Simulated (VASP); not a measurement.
GaP:

```xyz
2
Lattice="0.0000 2.7254 2.7254 2.5750 0.0000 2.7254 2.5750 2.7254 0.0000" Properties=species:S:1:pos:R:3 pbc="T T T"
Ga    0.0000    0.0000    0.0000
P     1.2875    1.3627    1.3627
```

This cell differs from its parent crystal: uniaxial x strain -5.5%.

Base run:

| Quantity | Value |
| --- | --- |
| Program | VASP 6.6.1 |
| Functional | PBE |
| Potentials or basis | VASP PAW PBE potentials, release 64 (Ga_d, P) |
| Cutoff | 520 eV |
| k mesh | 8 × 8 × 8 |
| Occupations | fermi-dirac, width 0.02 eV |
| Spin | no spin polarisation |

Its results: band gap on the k mesh 0.99 eV, indirect (least direct gap 2.08 eV); pressure 7.9 GPa.

Question: The run is repeated on the same cell with these changes: functional from PBE to r2SCAN; occupations from fermi-dirac, width 0.02 eV to gaussian, width 0.01 eV. What comes out?

Answer: Band gap on the k mesh 1.23 eV, indirect (least direct gap 2.61 eV); pressure 5.5 GPa.

Caveats: the PAW data sets were made with another functional, which shifts forces and pressure a little (some runs).

A k mesh can miss the band edges.
